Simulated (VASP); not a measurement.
# H4RuCl (P6/mmm) in VASP: further runs

The runs below take H4RuCl through single point, with PBE.

Everything below comes from runs of VASP 6.6.1. Logs are shortened: lines on timing, memory, paths and dates and some standing lists are left out, and cuts for length are marked.

### Step 1. The cell of the first run

The structure is hexagonal, space group P6/mmm (No. 191). The conventional cell has a = 3.035 Å, b = 3.035 Å, c = 5.725 Å, α = 90.00°, β = 90.00°, γ = 120.00°. H (site symmetry 3m) has 4 H at 1.75 to 1.80 Å and 3 Ru at 1.97 Å within 2.3 Å. Within 2.6 Å of Ru (site symmetry 6/mmm) lie 12 H at 1.97 Å. Cl (site symmetry 6/mmm) has 12 H at 2.63 Å and 2 Ru at 2.86 Å and 6 Cl at 3.04 Å within 3.5 Å.

### Step 2. Single point, PBE, collinear spin, ferromagnetic start

INCAR

```
PREC = Accurate
ENCUT = 520
EDIFF = 1E-7
ISMEAR = 0
SIGMA = 0.1
LREAL = False
LASPH = True
NELM = 150
ALGO = Normal
ISIF = 2
LWAVE = False
LCHARG = False
ISPIN = 2
MAGMOM = 0 0 0 0 1 0
LORBIT = 11
LMAXMIX = 4
GGA = PE
NBANDS = 26
```

KPOINTS

```
regular mesh
0
Gamma
  6 6 4
```

POSCAR

```
H4RuCl
1.0
    3.0354312420      0.0000000000      0.0000000000
   -1.5177156210      2.6287605670      0.0000000000
    0.0000000000      0.0000000000      5.7254802940
H Ru Cl
4 1 1
Direct
    0.3333333333      0.6666666667      0.8424376705
    0.3333333333      0.6666666667      0.1575623295
    0.6666666667      0.3333333333      0.8424376705
    0.6666666667      0.3333333333      0.1575623295
    0.0000000000      0.0000000000      0.0000000000
    0.0000000000      0.0000000000      0.5000000000
```

Potentials or basis: VASP PAW PBE potentials, release 64 (H, Ru_pv, Cl).

Started as:

```sh
> cat potpaw_PBE.64/H/POTCAR potpaw_PBE.64/Ru_pv/POTCAR potpaw_PBE.64/Cl/POTCAR > POTCAR
> mpirun -np 1 vasp_std > vasp.out
```

OUTCAR:

```text
PREC = Accurate
   ENCUT = 520
   EDIFF = 1E-7
   ISMEAR = 0
   LREAL = False
   LASPH = True
   NELM = 150
   ISIF = 2
   ISPIN = 2
   LORBIT = 11
   GGA = PE

 ion  position               nearest neighbor table
   1  0.333  0.667  0.842-   5 1.97   5 1.97   5 1.97
   2  0.333  0.667  0.158-   5 1.97   5 1.97   5 1.97
   3  0.667  0.333  0.842-   5 1.97   5 1.97   5 1.97
   4  0.667  0.333  0.158-   5 1.97   5 1.97   5 1.97
   5  0.000  0.000  0.000-   1 1.97   2 1.97   3 1.97   4 1.97   1 1.97   2 1.97   3 1.97   4 1.97
                             3 1.97   4 1.97   1 1.97   2 1.97   6 2.86   6 2.86
   6  0.000  0.000  0.500-   5 2.86   5 2.86

  LATTYP: Found a hexagonal cell.
 ALAT       =     3.0354312420
 C/A-ratio  =     1.8862164344

  Lattice vectors:

 A1 = (   3.0354312420,   0.0000000000,   0.0000000000)
 A2 = (  -1.5177156210,   2.6287605670,   0.0000000000)
 A3 = (   0.0000000000,   0.0000000000,   5.7254802940)

Analysis of symmetry for initial positions (statically):
=====================================================================
 Subroutine PRICEL returns:
 Original cell was already a primitive cell.

 Routine SETGRP: Setting up the symmetry group for a
 hexagonal supercell.

 Subroutine GETGRP returns: Found 24 space group operations
 (whereof 24 operations were pure point group operations)
 out of a pool of 24 trial point group operations.

The static configuration has the point symmetry D_6h.

Analysis of symmetry for dynamics (positions and initial velocities):
=====================================================================
 Subroutine PRICEL returns:
 Original cell was already a primitive cell.

 Routine SETGRP: Setting up the symmetry group for a
 hexagonal supercell.

 Subroutine GETGRP returns: Found 24 space group operations
 (whereof 24 operations were pure point group operations)
 out of a pool of 24 trial point group operations.

The dynamic configuration has the point symmetry D_6h.

Analysis of structural, dynamic, and magnetic symmetry:
=====================================================================
 Subroutine PRICEL returns:
 Original cell was already a primitive cell.

 Routine SETGRP: Setting up the symmetry group for a
 hexagonal supercell.

 Subroutine GETGRP returns: Found 24 space group operations
 (whereof 24 operations were pure point group operations)
 out of a pool of 24 trial point group operations.

The overall configuration has the point symmetry D_6h.

[... 134 lines left out ...]
 Gauss-broadening in eV      SIGMA  =   0.10
  energy-cutoff  :      520.00
  volume of cell :       45.69
 maximum number of plane-waves:      1246
 NGX is ok and might be reduce to    24

 number of electron      25.0000003 magnetization       0.4055139

 Free energy of the ion-electron system (eV)
  ---------------------------------------------------
  ext. energy  EPLUGINS =         0.00000000
  ---------------------------------------------------
  free energy    TOTEN  =       -21.72621207 eV

  energy without entropy =      -21.71321125  energy(sigma->0) =      -21.71971166

 E-fermi :   6.0399     XC(G=0): -11.3827

 val. band max:        6.0364998401   @ k =   0.0000   0.0000   0.2500
 cond. band min:       6.0476927377   @ k =   0.5000   0.0000   0.0000
 fundamental gap:      0.0111928976
 Fermi energy:         6.0399457283

 spin component 1

 k-point     1 :       0.0000    0.0000    0.0000
  band No.  band energies     occupation
      1     -37.0782      1.00000
      2     -37.0782      1.00000
      3     -36.7778      1.00000
      4      -9.7380      1.00000
      5      -5.1255      1.00000
      6      -1.7024      1.00000
[... 556 lines left out ...]
     23      20.5363      0.00000
     24      23.9444      0.00000
 Fermi energy:         6.0399457283

 spin component 2

 k-point     1 :       0.0000    0.0000    0.0000
  band No.  band energies     occupation
      1     -36.6877      1.00000
      2     -36.6877      1.00000
      3     -36.6308      1.00000
      4      -9.7211      1.00000
      5      -5.0816      1.00000
      6      -1.7078      1.00000
[... 556 lines left out ...]
     23      20.5539      0.00000
     24      23.9956      0.00000
 [bands above 24 left out]

------------------------ aborting loop because EDIFF is reached ----------------------------------------

  FORCE on cell =-STRESS in cart. coord.  units (eV):
  Direction    XX          YY          ZZ          XY          YZ          ZX
  --------------------------------------------------------------------------------------
  -------------------------------------------------------------------------------------
  Total        0.0326958      0.0326958     -0.0459140      0.0000000      0.0000000      0.0000000
  in kB        1.1466184      1.1466183     -1.6101723      0.0000000      0.0000000      0.0000000
  external PRESSURE =       0.2276881 kB  Pullay stress =       0.0000000 kB

 VOLUME and BASIS-vectors are now :
 -----------------------------------------------------------------------------
  energy-cutoff  :      520.00
  volume of cell :       45.69
      direct lattice vectors                 reciprocal lattice vectors
     3.035431242  0.000000000  0.000000000     0.329442481  0.190203705  0.000000000
    -1.517715621  2.628760567  0.000000000     0.000000000  0.380407410  0.000000000
     0.000000000  0.000000000  5.725480294     0.000000000  0.000000000  0.174657836

 POSITION                                       TOTAL-FORCE (eV/Angst)
 -----------------------------------------------------------------------------------
     -0.00000      1.75251      4.82336         0.000000     -0.000000      0.004124
     -0.00000      1.75251      0.90212         0.000000     -0.000000     -0.004124
      1.51772      0.87625      4.82336        -0.000000      0.000000      0.004124
      1.51772      0.87625      0.90212        -0.000000      0.000000     -0.004124
      0.00000      0.00000      0.00000         0.000000      0.000000     -0.000000
      0.00000      0.00000      2.86274        -0.000000      0.000000     -0.000000
 -----------------------------------------------------------------------------------
    total drift:                               -0.000000      0.000000      0.000000

  FREE ENERGIE OF THE ION-ELECTRON SYSTEM (eV)
  ---------------------------------------------------
  free  energy   TOTEN  =       -21.7262120721 eV

  energy  without entropy=      -21.7132112490  energy(sigma->0) =      -21.71971166

 total charge

# of ion       s       p       d       tot
------------------------------------------
    1        0.438   0.024   0.000   0.462
    2        0.438   0.024   0.000   0.462
    3        0.438   0.024   0.000   0.462
    4        0.438   0.024   0.000   0.462
    5        0.247   6.239   6.163  12.649
    6        1.636   3.387   0.000   5.023
--------------------------------------------------
tot          3.637   9.722   6.163  19.522

 magnetization (x)

# of ion       s       p       d       tot
------------------------------------------
    1       -0.003   0.000   0.000  -0.003
    2       -0.003   0.000   0.000  -0.003
    3       -0.003   0.000   0.000  -0.003
    4       -0.003   0.000   0.000  -0.003
    5        0.002   0.007   0.386   0.395
    6        0.000   0.015   0.000   0.015
--------------------------------------------------
tot         -0.010   0.023   0.386   0.399
```

It took 40 s on 1 thread of Intel Xeon 6975P-C (Granite Rapids), shared host; peak memory 0.2 GiB.

Results:

```yaml
Free_energy: -21.7262 eV
Pressure: 0.0 GPa
Largest_force: 0.004 eV/Å
Net_moment: 0.41 μB per cell
Site_moments: H -0.00; Ru +0.40; Cl +0.01 μB
Valence_electrons_inside_the_program's_atomic_spheres: H 0.46; Ru 12.65; Cl 5.02
```

Forces on the atoms (eV/Å):
```
H    0.000  0.000  0.004
H    0.000  0.000 -0.004
H    0.000  0.000  0.004
H    0.000  0.000 -0.004
Ru   0.000  0.000  0.000
Cl   0.000  0.000  0.000
```

Stress tensor (GPa, compression positive):
```
 0.11  0.00  0.00
 0.00  0.11  0.00
 0.00  0.00 -0.16
```

Caveat: the k points lie up to 0.40 Å⁻¹ apart.

### Step 3. Single point, PBE

This run uses another cell than the first one, of the same volume but with other edges.

INCAR

```
SYSTEM = H4RuCl
PREC = Accurate
ENCUT = 520
EDIFF = 1E-6
ISMEAR = 0
SIGMA = 0.1
LREAL = .False.
LASPH = .True.
NELM = 60
ALGO = Normal
ISIF = 2
LWAVE = .False.
LCHARG = .False.
GGA = PE
NBANDS = 22
```

KPOINTS

```
Automatic mesh
0
Gamma
  12 12 8
  0 0 0
```

POSCAR

```
H4RuCl
1.0
    3.0975416424      0.0000000000      0.0000000000
   -1.5487708212      2.6825497516      0.0000000000
    0.0000000000      0.0000000000      5.5003692316
H Ru Cl
4 1 1
Direct
    0.3333333333      0.6666666667      0.8475255293
    0.3333333333      0.6666666667      0.1524744707
    0.6666666667      0.3333333333      0.8475255293
    0.6666666667      0.3333333333      0.1524744707
    0.0000000000      0.0000000000      0.0000000000
    0.0000000000      0.0000000000      0.5000000000
```

Potentials or basis: VASP PAW PBE potentials, release 64 (H, Ru_pv, Cl).

Started as:

```sh
> cat potpaw_PBE.64/H/POTCAR potpaw_PBE.64/Ru_pv/POTCAR potpaw_PBE.64/Cl/POTCAR > POTCAR
> mpirun -np 1 vasp_std > vasp.out
```

It took 32 s on 1 thread of Intel Xeon 6975P-C (Granite Rapids), shared host; peak memory 0.22 GiB.

Results (log left out):

```yaml
Free_energy: -21.7683 eV
Pressure: -0.2 GPa
```

Stress tensor (GPa, compression positive):
```
-0.16  0.00  0.00
 0.00 -0.16  0.00
 0.00  0.00 -0.31
```

Levels at points of the mesh, in eV from the Fermi level:
| k point | band 10 | band 11 | band 12 | band 13 | band 14 | band 15 | band 16 | band 17 |
| --- | --- | --- | --- | --- | --- | --- | --- | --- |
| (0.00, 0.00, 0.00) | -1.17 | -1.17 | -0.84 | -0.10 | -0.10 | 0.65 | 5.55 | 8.25 |
| (0.50, 0.00, 0.00) | -1.74 | -1.15 | -1.10 | -0.40 | 0.87 | 2.53 | 4.32 | 7.47 |
| (0.00, 0.00, 0.50) | -1.42 | -1.42 | 0.27 | 0.27 | 0.67 | 1.33 | 5.46 | 9.39 |
| (0.50, 0.00, 0.50) | -2.21 | -0.48 | -0.40 | -0.32 | 0.71 | 3.65 | 5.21 | 7.55 |

Caveat: an odd number of electrons without spin polarisation forces a metal; a magnetic or distorted state may lie lower.

### Step 4. Single point, PBE, collinear spin, ferromagnetic start

This run uses another cell than the first one, of 10.29 Å³/atom, 1.351 times its volume.

INCAR

```
SYSTEM = H4RuCl
PREC = Accurate
ENCUT = 520
EDIFF = 1E-7
ISMEAR = 0
SIGMA = 0.1
LREAL = .False.
LASPH = .True.
NELM = 150
ALGO = Normal
ISIF = 2
LWAVE = .False.
LCHARG = .True.
ISPIN = 2
MAGMOM = 0 0 0 0 1 0
LORBIT = 11
LMAXMIX = 4
GGA = PE
LELF = .True.
LVHAR = .True.
NBANDS = 26
```

KPOINTS

```
regular mesh
0
Gamma
  6 6 4
  0 0 0
```

POSCAR

```
H4RuCl
1.0
    3.2465558400      0.0000000000      0.0000000000
   -1.6232779200      2.8115998300      0.0000000000
    0.0000000000      0.0000000000      6.7617415200
H Ru Cl
4 1 1
Direct
    0.3333333300      0.6666666700      0.7340772700
    0.3333333300      0.6666666700      0.2659227300
    0.6666666700      0.3333333300      0.7340772700
    0.6666666700      0.3333333300      0.2659227300
    0.0000000000      0.0000000000      0.0000000000
    0.0000000000      0.0000000000      0.5000000000
```

Started as:

```sh
> cat potpaw_PBE.64/H/POTCAR potpaw_PBE.64/Ru_pv/POTCAR potpaw_PBE.64/Cl/POTCAR > POTCAR
> mpirun -np 1 vasp_std > vasp.out
```

Wall time 29 s (1 thread of Intel Xeon 6975P-C (Granite Rapids), shared host); peak memory 0.22 GiB.

It converged, with:

```
Free energy                                           : -17.0094 eV
Pressure                                              : -19.6 GPa
Largest force                                         : 1.335 eV/Å
Net moment                                            : 1.61 μB per cell
Site moments                                          : H -0.03; Ru +1.80; Cl -0.04 μB
Valence electrons inside the program's atomic spheres : H 0.34; Ru 12.08; Cl 5.03
```

Forces on the atoms (eV/Å):
```
H    0.000  0.000  1.335
H    0.000  0.000 -1.335
H    0.000  0.000  1.335
H    0.000  0.000 -1.335
Ru   0.000  0.000  0.000
Cl   0.000  0.000  0.000
```

Stress tensor (GPa, compression positive):
```
-18.37   0.00   0.00
  0.00 -18.37   0.00
  0.00   0.00 -21.96
```

Levels at points of the mesh, in eV from the Fermi level:
Spin up:
```csv
k point,band 12,band 13,band 14,band 15,band 16,band 17
"(0.00, 0.00, 0.00)",-0.78,-0.78,-0.27,2.38,4.32,4.81
"(0.50, 0.00, 0.00)",-1.38,-0.38,-0.02,0.73,0.97,4.80
"(0.00, 0.00, 0.50)",-0.82,-0.69,-0.69,3.62,4.55,4.56
"(0.50, 0.00, 0.50)",-0.66,-0.61,-0.38,1.61,1.65,4.28
```
Spin down:
```tsv
k point	band 10	band 11	band 12	band 13	band 14	band 15
(0.00, 0.00, 0.00)	-0.69	-0.69	-0.37	0.35	0.35	2.79
(0.50, 0.00, 0.00)	-1.47	-0.79	-0.03	0.74	0.88	1.04
(0.00, 0.00, 0.50)	-0.69	-0.69	-0.29	0.39	0.39	3.83
(0.50, 0.00, 0.50)	-1.74	-0.88	0.04	0.27	1.04	1.90
```

Caveat: the k points lie up to 0.37 Å⁻¹ apart; forces of over 1 eV/Å act on the atoms, so gaps and moduli don't describe the material at rest.

### Step 5. Overview

```csv
spin,cell,k mesh,gap on the mesh (eV),pressure (GPa),moment (μB)
"collinear, ferromagnetic start","a = 3.035, b = 3.035, c = 5.725 Å, angles 90.0, 90.0, 120.0°, 6 atoms",6 × 6 × 4,none,0.0,0.41
off,"a = 3.098, b = 3.098, c = 5.500 Å, angles 90.0, 90.0, 120.0°, 6 atoms",12 × 12 × 8,none,-0.2,-
"collinear, ferromagnetic start","a = 3.247, b = 3.247, c = 6.762 Å, angles 90.0, 90.0, 120.0°, 6 atoms",6 × 6 × 4,none,-19.6,1.61
```

Alike in all rows: task single point; level PBE; potentials or basis VASP PAW PBE potentials, release 64 (H, Ru_pv, Cl); cutoff (eV) 520; smearing gaussian 0.1 eV.

Caveats: some runs use coarse meshes; an odd number of electrons without spin polarisation forces a metal (some runs); a magnetic or distorted state may lie lower (some runs); forces of over 1 eV/Å act on the atoms, so gaps and moduli don't describe the material at rest (some runs).

Total energies depend on the potentials used, so only differences within one code and one set of settings carry meaning.
